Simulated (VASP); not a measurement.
# Os (P6_3/mmc) in VASP: further runs

The runs below take Os through relaxation of cell and atoms, relaxation of shape and atoms at fixed volume, with PBE.

All numbers are computed with VASP 6.6.1; they aren't measurements. Logs are shortened: lines on timing, memory, paths and dates and some standing lists are left out, and cuts for length are marked.

**1. The cell of the first run**

The structure is hexagonal, space group P6_3/mmc (No. 194). The conventional cell has a = 2.751 Å, b = 2.751 Å, c = 4.355 Å, α = 90.00°, β = 90.00°, γ = 120.00°. Os (site symmetry -6m2) has 12 Os at 2.70 to 2.75 Å within 3.6 Å.

**2. Relaxation of cell and atoms, PBE**

File INCAR:

```
PREC = Accurate
ENCUT = 600
EDIFF = 1E-6
ISMEAR = 0
SIGMA = 0.1
LREAL = False
LASPH = True
NELM = 100
ALGO = Normal
ISIF = 3
LWAVE = False
LCHARG = False
GGA = PE
IBRION = 2
NSW = 100
EDIFFG = -0.005
```

File KPOINTS:

```
Automatic mesh
0
Gamma
  18 18 10
```

File POSCAR:

```
Os
1.0
    2.7508550310      0.0000000000      0.0000000000
   -1.3754275155      2.3823103389      0.0000000000
    0.0000000000      0.0000000000      4.3547218047
Os
2
Direct
    0.3333333333      0.6666666667      0.2500000000
    0.6666666667      0.3333333333      0.7500000000
```

Potentials or basis: VASP PAW PBE potentials, release 64 (Os).

The run is started by

```console
> cat potpaw_PBE.64/Os/POTCAR > POTCAR
> mpirun -np 1 vasp_std > vasp.out
```

OUTCAR:

```text
PREC = Accurate
   ENCUT = 600
   EDIFF = 1E-6
   ISMEAR = 0
   LREAL = False
   LASPH = True
   NELM = 100
   ISIF = 3
   GGA = PE
   IBRION = 2
   NSW = 100
   EDIFFG = -0.005

 ion  position               nearest neighbor table
   1  0.333  0.667  0.250-   2 2.70   2 2.70   2 2.70   2 2.70   2 2.70   2 2.70
   2  0.667  0.333  0.750-   1 2.70   1 2.70   1 2.70   1 2.70   1 2.70   1 2.70

  LATTYP: Found a hexagonal cell.
 ALAT       =     2.7508550310
 C/A-ratio  =     1.5830430014

  Lattice vectors:

 A1 = (   2.7508550310,   0.0000000000,   0.0000000000)
 A2 = (  -1.3754275155,   2.3823103389,   0.0000000000)
 A3 = (   0.0000000000,   0.0000000000,   4.3547218047)

Analysis of symmetry for initial positions (statically):
=====================================================================
 Subroutine PRICEL returns:
 Original cell was already a primitive cell.

 Routine SETGRP: Setting up the symmetry group for a
 hexagonal supercell.

 Subroutine GETGRP returns: Found 24 space group operations
 (whereof 12 operations were pure point group operations)
 out of a pool of 24 trial point group operations.

The static configuration has the point symmetry D_3d.
 The point group associated with its full space group is D_6h.

Analysis of symmetry for dynamics (positions and initial velocities):
=====================================================================
 Subroutine PRICEL returns:
 Original cell was already a primitive cell.

 Routine SETGRP: Setting up the symmetry group for a
 hexagonal supercell.

 Subroutine GETGRP returns: Found 24 space group operations
 (whereof 12 operations were pure point group operations)
 out of a pool of 24 trial point group operations.

The dynamic configuration has the point symmetry D_3d.
 The point group associated with its full space group is D_6h.

 Subroutine INISYM returns: Found 24 space group operations
 (whereof 12 operations are pure point group operations),
 and found     1 'primitive' translations

----------------------------------------------------------------------------------------

                                     Primitive cell

  volume of cell :      28.5382

  direct lattice vectors                    reciprocal lattice vectors
     2.750855031  0.000000000  0.000000000     0.363523337  0.209880296  0.000000000
    -1.375427515  2.382310339  0.000000000     0.000000000  0.419760593  0.000000000
     0.000000000  0.000000000  4.354721805     0.000000000  0.000000000  0.229635794

  length of vectors
     2.750855031  2.750855031  4.354721805     0.419760593  0.419760593  0.229635794

  position of ions in fractional coordinates (direct lattice)
     0.333333333  0.666666667  0.250000000
     0.666666667  0.333333333  0.750000000

  ion indices of the primitive-cell ions
   primitive index   ion index
                 1           1
                 2           2

----------------------------------------------------------------------------------------

 KPOINTS: Automatic mesh

Automatic generation of k-mesh.
 Grid dimensions read from file:
 generate k-points for:   18   18   10

 Generating k-lattice:

  Cartesian coordinates                     Fractional coordinates (reciprocal lattice)
     0.020195741  0.011660016  0.000000000     0.055555556 -0.000000000  0.000000000
     0.000000000  0.023320033  0.000000000     0.000000000  0.055555556  0.000000000
     0.000000000  0.000000000  0.022963579     0.000000000  0.000000000  0.100000000

  Length of vectors
     0.023320033  0.023320033  0.022963579

  Shift w.r.t. Gamma in fractional coordinates (k-lattice)
     0.000000000  0.000000000  0.000000000

 Subroutine IBZKPT returns following result:
 ===========================================

 Found    222 irreducible k-points:

 Following reciprocal coordinates:
            Coordinates               Weight
  0.000000  0.000000  0.000000      1.000000
  0.055556  0.000000  0.000000      6.000000
  0.111111  0.000000  0.000000      6.000000
  0.166667  0.000000  0.000000      6.000000
  0.222222  0.000000  0.000000      6.000000
  0.277778  0.000000  0.000000      6.000000
[... 16 lines left out ...]
  0.333333  0.111111  0.000000     12.000000
  0.388889  0.111111  0.000000     12.000000
 [... further k-points ...]
   k-points           NKPTS =    222   k-points in BZ     NKDIM =    222   number of bands    NBANDS=     12
   number of dos      NEDOS =    301   number of ions     NIONS =      2
   total plane-waves  NPLWV =  20736
   dimension x,y,z NGX =    24 NGY =   24 NGZ =   36
   dimension x,y,z NGXF=    48 NGYF=   48 NGZF=   72
   ions per type =               2
   NGX,Y,Z   is equivalent  to a cutoff of  14.50, 14.50, 13.74 a.u.
   NGXF,Y,Z  is equivalent  to a cutoff of  29.01, 29.01, 27.49 a.u.
 SYSTEM =  unknown system
   PREC   = accura    normal or accurate (medium, high low for compatibility)
   ISTART =      0    job   : 0-new  1-cont  2-samecut
   ICHARG =      2    charge: 1-file 2-atom 10-const
   ISPIN  =      1    spin polarized calculation?
   LNONCOLLINEAR =      F non collinear calculations
   LSORBIT =      F    spin-orbit coupling
   LASPH  =      T    aspherical Exc in radial PAW
   ENCUT  =  600.0 eV  44.10 Ry    6.64 a.u.   5.49  5.49  8.70*2*pi/ulx,y,z
   NELM   =    100;   NELMIN=  2; NELMDL= -5     # of ELM steps
   EDIFF  = 0.1E-05   stopping-criterion for ELM
   LREAL  =      F    real-space projection
   EDIFFG = -.5E-02   stopping-criterion for IOM
   NSW    =    100    number of steps for IOM
   IBRION =      2    ionic relax: 0-MD 1-quasi-New 2-CG
   NFREE  =      1    steps in history (QN), initial steepest desc. (CG)
   ISIF   =      3    stress and relaxation
   ISYM   =      2    0-nonsym 1-usesym 2-fastsym
   POTIM  = 0.5000    time-step for ionic-motion
   TEBEG  =    0.0;   TEEND  =   0.0 temperature during run
   PSTRESS=    0.0 pullay stress
   NELECT =      16.0000    total number of electrons
   NUPDOWN=      -1.0000    fix difference up-down
   EMIN   =  10.00;   EMAX   =-10.00  energy-range for DOS
   EFERMI =   0.00;   METHOD = LEGACY
   ISMEAR =     0;   SIGMA  =   0.10  broadening in eV -4-tet -1-fermi 0-gaus
   EFERMI_NEDOS =   21; number of points for ismear=-14 and -15
   IALGO  =     38    algorithm
   IMIX   =      4    mixing-type and parameters
     AMIX     =   0.40;   BMIX     =  1.00
     AMIX_MAG =   1.60;   BMIX_MAG =  1.00
  volume/ion in A,a.u.               =      14.27        96.29
  Fermi-wavevector in a.u.,A,eV,Ry     =   1.349914  2.550967 24.793448  1.822267
  Thomas-Fermi vector in A             =   2.477461
   LORBIT       =      0    0 simple, 1 ext, 2 COOP (PROOUT), +10 PAW based schemes
   GGA     = PE    functional components
   LHFCALC =     F    Hartree Fock is set to
   AEXX    =    0.0000 exact exchange contribution
   IVDW    =     0    specifies the selected vdW correction
   LEPSILON=     F    determine dielectric tensor
   LRPA    =     F    only Hartree local field effects (RPA)
 conjugate gradient relaxation of ions
 non-spin polarized calculation
 Gauss-broadening in eV      SIGMA  =   0.10
  energy-cutoff  :      600.00
  volume of cell :       28.54
 maximum number of plane-waves:       980
 NGX is ok and might be reduce to    24
   NGX = 11   NGY = 11   NGZ = 17

--------------------------------------- Ionic step        1  -------------------------------------------

 number of electron      16.0000001 magnetization

 Free energy of the ion-electron system (eV)
  ---------------------------------------------------
  ext. energy  EPLUGINS =         0.00000000
  ---------------------------------------------------
  free energy    TOTEN  =       -22.50057244 eV

  energy without entropy =      -22.49300606  energy(sigma->0) =      -22.49678925

------------------------ aborting loop because EDIFF is reached ----------------------------------------

  FORCE on cell =-STRESS in cart. coord.  units (eV):
  Direction    XX          YY          ZZ          XY          YZ          ZX
  --------------------------------------------------------------------------------------
  -------------------------------------------------------------------------------------
  Total        0.0867708      0.0867708     -0.0841091     -0.0000000     -0.0000000      0.0000000
  in kB        4.8714431      4.8714431     -4.7220128     -0.0000000     -0.0000000      0.0000000
  external PRESSURE =       1.6736244 kB  Pullay stress =       0.0000000 kB
[... 129 lines left out ...]
  energy  without entropy=      -22.4929560766  energy(sigma->0) =      -22.49680636

--------------------------------------- Ionic step        5  -------------------------------------------

 number of electron      16.0000000 magnetization

 Free energy of the ion-electron system (eV)
  ---------------------------------------------------
  ext. energy  EPLUGINS =         0.00000000
  ---------------------------------------------------
  free energy    TOTEN  =       -22.50068019 eV

  energy without entropy =      -22.49299510  energy(sigma->0) =      -22.49683765

 E-fermi :   9.1642     XC(G=0): -13.9413

 val. band max:        9.1528933194   @ k =   0.2222   0.0556   0.3000
 cond. band min:       9.1689223753   @ k =   0.4444   0.1111   0.4000
 fundamental gap:      0.0160290559
 Fermi energy:         9.1642079130

 k-point     1 :       0.0000    0.0000    0.0000
  band No.  band energies     occupation
      1      -1.5966      2.00000
      2       1.5613      2.00000
      3       6.1978      2.00000
      4       6.1978      2.00000
      5       6.4427      2.00000
      6       7.0109      2.00000
      7       7.0109      2.00000
      8       7.6466      2.00000
      9       7.6466      2.00000
     10       9.1870      0.74684
     11      10.7990      0.00000
     12      10.7990      0.00000
[... 331 lines left out ...]
 k-point    24 :       0.3889    0.1111    0.0000
  band No.  band energies     occupation
      1       2.5231      2.00000
      2       2.6252      2.00000
      3       2.9783      2.00000
      4       5.6545      2.00000
      5       5.7188      2.00000
      6       6.6039      2.00000
      7       7.2891      2.00000
      8      10.6948      0.00000
      9      11.1128      0.00000
     10      11.5781      0.00000
     11      12.9527      0.00000
     12      15.9245      0.00000

 [... further k-points ...]
[... 5 lines left out ...]
  --------------------------------------------------------------------------------------
  -------------------------------------------------------------------------------------
  Total        0.0049843      0.0049843      0.0060528     -0.0000000     -0.0000000      0.0000000
  in kB        0.2797160      0.2797160      0.3396779     -0.0000000     -0.0000000      0.0000000
  external PRESSURE =       0.2997033 kB  Pullay stress =       0.0000000 kB
[... 17 lines left out ...]
  FREE ENERGIE OF THE ION-ELECTRON SYSTEM (eV)
  ---------------------------------------------------
  free  energy   TOTEN  =       -22.5006801907 eV

  energy  without entropy=      -22.4929951029  energy(sigma->0) =      -22.49683765

 reached required accuracy - stopping structural energy minimisation
```

Wall time 82 s (1 thread of AMD EPYC 9R45 (Zen 5), shared host); peak memory 0.2 GiB.

What came out:

```yaml
Free_energy: -22.5007 eV
Relaxed_volume: 14.27 Å³/atom
Relaxed_cell: a = 2.753 Å, b = 2.753 Å, c = 4.350 Å, α = 90.00°, β = 90.00°, γ = 120.00°
Space_group_after_relaxing_to_0.1_Å: P6_3/mmc (No. 194)
Energy_gained_by_relaxing: 0.1 meV/atom
Ionic_steps: 5
Pressure_after_relaxing: 0.0 GPa
Band_gap_on_the_k_mesh: zero (bands 8 and 9 overlap by 3.80 eV)
```

The path:
| step | energy change (eV) | largest force (eV/Å) | pressure (GPa) | volume (Å³) |
| --- | --- | --- | --- | --- |
| 1 | 0.0000 | 0.0000 | 0.17 | 28.54 |
| 2 | 0.0002 | 0.0000 | -0.63 | 28.60 |
| 3 | -0.0001 | 0.0000 | -0.11 | 28.56 |
| 4 | -0.0001 | 0.0000 | 0.34 | 28.53 |
| 5 | -0.0001 | 0.0000 | 0.03 | 28.55 |

Final structure:
```cif
data_structure
_symmetry_space_group_name_H-M 'P 1'
_symmetry_Int_Tables_number 1
_cell_length_a 2.7529
_cell_length_b 2.7529
_cell_length_c 4.3501
_cell_angle_alpha 90.000
_cell_angle_beta 90.000
_cell_angle_gamma 120.000
_cell_volume 28.55
loop_
_atom_site_label
_atom_site_type_symbol
_atom_site_fract_x
_atom_site_fract_y
_atom_site_fract_z
_atom_site_occupancy
Os1 Os 0.33333 0.66667 0.25000 1
Os2 Os 0.66667 0.33333 0.75000 1
```

Caveat: spin-orbit coupling is left out, which moves the levels of the heavy elements.

**3. Relaxation of shape and atoms at fixed volume, PBE (12.99 Å³/atom)**

This run uses another cell than the first one, of 12.99 Å³/atom.

File INCAR:

```
SYSTEM = Os
ALGO = Normal
EDIFF = 1E-7
EDIFFG = -0.01
ENCUT = 600
GGA = PE
GGA_COMPAT = .False.
IBRION = 2
ISIF = 4
ISMEAR = 0
LASPH = .True.
LCHARG = .False.
LREAL = .False.
LWAVE = .False.
NELM = 120
NELMIN = 4
NSW = 50
PREC = Accurate
SIGMA = 0.1
```

File KPOINTS:

```
k-points
0
Gamma
  18 18 10
  0 0 0
```

File POSCAR:

```
Os
1.0
    2.6649516699      0.0000000000      0.0000000000
   -1.3324758349      2.3079158460      0.0000000000
    0.0000000000      0.0000000000      4.2245631787
Os
2
Direct
    0.3333333333      0.6666666667      0.2500000000
    0.6666666667      0.3333333333      0.7500000000
```

Potentials or basis: VASP PAW PBE potentials, release 64 (Os).

The run is started by

```console
> cat potpaw_PBE.64/Os/POTCAR > POTCAR
> mpirun -np 1 vasp_std > vasp.out
```

Run time: 1.7 min. Hardware: 1 thread of Oxide Virtual Turin-like, shared host; peak memory 0.19 GiB.

It converged, with:

| Item | Value |
| --- | --- |
| Free energy | -22.1486 eV |
| Energy gained by relaxing | 0.0 meV/atom |
| Ionic steps | 3 |
| Pressure after relaxing | 48.1 GPa |
| Band gap on the k mesh | zero (bands 8 and 9 overlap by 4.46 eV) |

Final structure:
```yaml
crystal:
  lattice:
    - [2.66388, 0.00000, 0.00000]
    - [-1.33194, 2.30699, 0.00000]
    - [0.00000, 0.00000, 4.22795]
  atoms:
    - { symbol: Os, position: [0.33333, 0.66667, 0.25000] }
    - { symbol: Os, position: [0.66667, 0.33333, 0.75000] }
```

Levels at points of the mesh, in eV from the Fermi level:
```csv
k point,band 4,band 5,band 6,band 7,band 8,band 9,band 10,band 11,band 12
"(0.00, 0.00, 0.00)",-3.41,-3.18,-2.48,-2.48,-1.69,-1.69,0.00,1.89,1.89
"(0.50, 0.00, 0.00)",-3.92,-3.08,-2.86,-2.10,2.36,2.99,3.07,4.96,6.34
"(0.00, 0.00, 0.50)",-3.96,-3.61,-3.61,-3.61,-3.61,1.02,1.02,1.02,1.02
"(0.50, 0.00, 0.50)",-5.96,-1.33,-1.33,-0.15,-0.15,2.73,2.73,3.68,3.68
```

Caveat: spin-orbit coupling is left out, which moves the levels of the heavy elements.

**4. Relaxation of shape and atoms at fixed volume, PBE (13.42 Å³/atom)**

This run uses another cell than the first one, of 13.42 Å³/atom.

File INCAR:

```
  PREC = Accurate
  ENCUT = 600
  EDIFF = 1E-7
  ISMEAR = 0
  SIGMA = 0.1
  LREAL = F
  LASPH = T
  NELM = 120
  ALGO = Normal
  ISIF = 4
  LWAVE = F
  LCHARG = F
  GGA = PE
  IBRION = 2
  NSW = 50
  EDIFFG = -0.01
  GGA_COMPAT = F
  NELMIN = 4
```

File KPOINTS:

```
Automatic mesh
0
Gamma
  18 18 10
```

File POSCAR:

```
Os
1.0
    2.6952129125      0.0000000000      0.0000000000
   -1.3476064562      2.3341228509      0.0000000000
    0.0000000000      0.0000000000      4.2663923114
Os
2
Direct
    0.3333333333      0.6666666667      0.2500000000
    0.6666666667      0.3333333333      0.7500000000
```

The run is started by

```console
> cat potpaw_PBE.64/Os/POTCAR > POTCAR
> mpirun -np 1 vasp_std > vasp.out
```

Wall time 2.7 min (1 thread of Oxide Virtual Turin-like, shared host); peak memory 0.19 GiB.

Results (log left out):

```
Free energy               : -22.3538 eV
Energy gained by relaxing : 0.0 meV/atom
Ionic steps               : 3
Pressure after relaxing   : 29.2 GPa
Band gap on the k mesh    : zero (bands 8 and 9 overlap by 4.23 eV)
```

Final structure:
```cif
data_structure
_symmetry_space_group_name_H-M 'P 1'
_symmetry_Int_Tables_number 1
_cell_length_a 2.6941
_cell_length_b 2.6941
_cell_length_c 4.2699
_cell_angle_alpha 90.000
_cell_angle_beta 90.000
_cell_angle_gamma 120.000
_cell_volume 26.84
loop_
_atom_site_label
_atom_site_type_symbol
_atom_site_fract_x
_atom_site_fract_y
_atom_site_fract_z
_atom_site_occupancy
Os1 Os 0.33333 0.66667 0.25000 1
Os2 Os 0.66667 0.33333 0.75000 1
```

Levels at points of the mesh, in eV from the Fermi level:
```
           k point  band 5  band 6  band 7  band 8  band 9  band 10  band 11  band 12
(0.00, 0.00, 0.00)   -3.02   -2.36   -2.36   -1.63   -1.63     0.00     1.80     1.80
(0.50, 0.00, 0.00)   -3.01   -2.74   -2.01    2.22    2.81     2.91     4.72     6.06
(0.00, 0.00, 0.50)   -3.45   -3.45   -3.45   -3.45    0.96     0.96     0.96     0.96
(0.50, 0.00, 0.50)   -1.27   -1.27   -0.16   -0.16    2.57     2.57     3.51     3.51
```

Caveat: spin-orbit coupling is left out, which moves the levels of the heavy elements.

**5. Relaxation of shape and atoms at fixed volume, PBE (13.85 Å³/atom)**

This run uses another cell than the first one, of 13.85 Å³/atom.

File INCAR:

```
SYSTEM = Os
  PREC = Accurate
  ENCUT = 600
  EDIFF = 1E-7
  ISMEAR = 0
  SIGMA = 0.1
  LREAL = .FALSE.
  LASPH = .TRUE.
  NELM = 120
  ALGO = Normal
  ISIF = 4
  LWAVE = .FALSE.
  LCHARG = .FALSE.
  GGA = PE
  IBRION = 2
  NSW = 50
  EDIFFG = -0.01
  GGA_COMPAT = .FALSE.
  NELMIN = 4
```

File KPOINTS:

```
Automatic mesh
0
G
  18 18 10
  0 0 0
```

File POSCAR:

```
Os
1.0
    2.7249706381      0.0000000000      0.0000000000
   -1.3624853190      2.3598937972      0.0000000000
    0.0000000000      0.0000000000      4.3069236390
Os
2
Direct
    0.3333333333      0.6666666667      0.2500000000
    0.6666666667      0.3333333333      0.7500000000
```

The run is started by

```console
> cat potpaw_PBE.64/Os/POTCAR > POTCAR
> mpirun -np 1 vasp_std > vasp.out
```

Wall time 1.9 min (1 thread of Oxide Virtual Turin-like, shared host); peak memory 0.2 GiB.

The run converged. Its results:

```
Free energy               : -22.4661 eV
Energy gained by relaxing : 0.0 meV/atom
Ionic steps               : 3
Pressure after relaxing   : 13.3 GPa
Band gap on the k mesh    : zero (bands 8 and 9 overlap by 4.01 eV)
```

Final structure:
```yaml
crystal:
  lattice:
    - [2.72378, 0.00000, 0.00000]
    - [-1.36189, 2.35886, 0.00000]
    - [0.00000, 0.00000, 4.31069]
  atoms:
    - { symbol: Os, position: [0.33333, 0.66667, 0.25000] }
    - { symbol: Os, position: [0.66667, 0.33333, 0.75000] }
```

Levels at points of the mesh, in eV from the Fermi level:
```
           k point  band 4  band 5  band 6  band 7  band 8  band 9  band 10  band 11  band 12
(0.00, 0.00, 0.00)   -3.10   -2.86   -2.25   -2.25   -1.57   -1.57     0.01     1.71     1.71
(0.50, 0.00, 0.00)   -3.59   -2.93   -2.62   -1.92    2.09    2.65     2.76     4.49     5.80
(0.00, 0.00, 0.50)   -3.63   -3.30   -3.30   -3.30   -3.30    0.91     0.91     0.91     0.91
(0.50, 0.00, 0.50)   -5.43   -1.22   -1.22   -0.16   -0.16    2.42     2.42     3.35     3.35
```

Caveat: spin-orbit coupling is left out, which moves the levels of the heavy elements.

(Part 1 of 2 ends here.)

The gap in the log of VASP goes by the Fermi energy; the results here count the filled bands.